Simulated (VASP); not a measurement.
Write the native input for VASP 6.6.1 that does the following.

- Task: single point
- Functional: PBE
- Dispersion: D3(BJ)
- Potentials or basis: VASP PAW PBE potentials, release 64 (S, Zr_sv, H)
- Cutoff: 400 eV
- k mesh: 6 × 6 × 1
- Occupations: gaussian, width 0.05 eV
- Spin: no spin polarisation
- Dipole correction: yes
- Further INCAR settings: ALGO = Normal; EDIFF = 1e-06; NBANDS = 62; NELMDL = -8

The structure of Zr2HS4 lies in POSCAR:

```
Zr2HS4
1.0
    7.2976778227      0.0000000000      0.0000000000
   -3.6488389114      6.3199743831      0.0000000000
    0.0000000000      0.0000000000     20.9171506047
S Zr H
8 4 2
Direct
    0.3333333333      0.1666666667      0.1912306354
    0.3333333333      0.6666666667      0.1912306354
    0.8333333333      0.1666666667      0.1912306354
    0.8333333333      0.6666666667      0.1912306354
    0.1666666667      0.3333333333      0.3306927762
    0.1666666667      0.8333333333      0.3306927762
    0.6666666667      0.3333333333      0.3306927762
    0.6666666667      0.8333333333      0.3306927762
    0.0000000000      0.0000000000      0.2609617058
    0.0000000000      0.5000000000      0.2609617058
    0.5000000000      0.0000000000      0.2609617058
    0.5000000000      0.5000000000      0.2609617058
    0.3699497052      0.7398994103      0.3675046736
    0.4633836282      0.9267672564      0.3675046736
```

One way to write it, as run:

INCAR

```
  ALGO = Normal
  DIPOL = 0.5 0.5 0.276
  EDIFF = 1E-6
  ENCUT = 400
  GGA = PE
  GGA_COMPAT = F
  IDIPOL = 3
  ISIF = 2
  ISMEAR = 0
  IVDW = 12
  LASPH = T
  LCHARG = F
  LDIPOL = T
  LREAL = F
  LWAVE = F
  NBANDS = 62
  NELM = 120
  NELMDL = -8
  PREC = Accurate
  SIGMA = 0.05
```

KPOINTS

```
k-points
0
Gamma
  6 6 1
```

Potentials or basis: VASP PAW PBE potentials, release 64 (S, Zr_sv, H).

Run with:

```bash
$ cat potpaw_PBE.64/S/POTCAR potpaw_PBE.64/Zr_sv/POTCAR potpaw_PBE.64/H/POTCAR > POTCAR
$ mpirun -np 1 vasp_std > vasp.out
```

Results of the run:

The largest force is 3.010 eV/Å, the band gap on the k mesh is 0.36 eV (least direct gap 0.64 eV) and the dispersion energy per atom is -0.226 eV.

Caveat: semilocal functionals underestimate gaps, and a narrow one can read as zero.

Wall time 25 min on 1 thread of Intel(R) Xeon(R) Platinum 8375C CPU @ 2.90GHz (Ice Lake), on a shared host, peak memory 0.89 GiB.
